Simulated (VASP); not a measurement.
Runs of VASP 6.6.1 on Ta3N. The structure is that of space group P-3m1 (No. 164), or close to it. The cells are those of the table. 

| level | potentials or basis | cell | k mesh | cutoff (eV) | second run | gap on the mesh (eV) | pressure (GPa) | largest force (eV/Å) |
| --- | --- | --- | --- | --- | --- | --- | --- | --- |
| LDA | VASP PAW LDA potentials, release 64 (Ta_pv, N) | a = 2.970, b = 2.970, c = 7.371 Å, angles 90.0, 90.0, 120.0°, 4 atoms | 10 × 10 × 4 | 520 | - | none | 3.7 | (c) |
| LDA | VASP PAW LDA potentials, release 64 (Ta_pv, N) | a = 3.052, b = 3.052, c = 7.574 Å, angles 90.0, 90.0, 120.0°, 4 atoms | 10 × 10 × 4 | 520 | - | none | -16.5 | 0.60 |
| r2SCAN | VASP PAW PBE potentials, release 64 (Ta_sv_GW, N) | a = 3.092, b = 3.092, c = 7.672 Å, angles 90.0, 90.0, 120.0°, 4 atoms | 10 × 10 × 4 | 660 | valence_matched | none | (a) | 0.34 |
| LDA | VASP PAW LDA potentials, release 64 (Ta_pv, N) | a = 2.991, b = 2.991, c = 7.422 Å, angles 90.0, 90.0, 120.0°, 4 atoms | 10 × 10 × 4 | 520 | - | none | -2.2 | (b) |
| LDA | VASP PAW LDA potentials, release 64 (Ta_pv, N) | a = 3.072, b = 3.072, c = 7.623 Å, angles 90.0, 90.0, 120.0°, 4 atoms | 10 × 10 × 4 | 520 | - | none | -20.4 | (d) |
| PBE | VASP PAW PBE potentials, release 64 (Ta_pv, N) | a = 3.032, b = 3.032, c = 7.524 Å, angles 90.0, 90.0, 120.0°, 4 atoms | 6 × 6 × 2 | 520 | - | none | 0.2 | 0.03 |
| PBEsol | VASP PAW PBE potentials, release 64 (Ta_pv, N) | a = 3.092, b = 3.092, c = 7.672 Å, angles 90.0, 90.0, 120.0°, 4 atoms | 10 × 10 × 4 | 520 | - | none | -19.8 | 0.65 |

Alike in all rows: task single point; no spin polarisation; smearing fermi-dirac 0.05 eV.

Task: Fill in the values left out.

Result: (a) -17.0; (b) 0.21; (c) 0.05; (d) 0.70.

Caveats: some runs use coarse meshes; spin-orbit coupling is left out, which moves the levels of the heavy elements; the PAW data sets were made with another functional, which shifts forces and pressure a little (some runs).

A k mesh can miss the band edges, and the runs leave out spin-orbit coupling on Ta.

A gap of «none» marks levels without a gap at the run's occupations.

The runs don't all hold the same shells in valence.
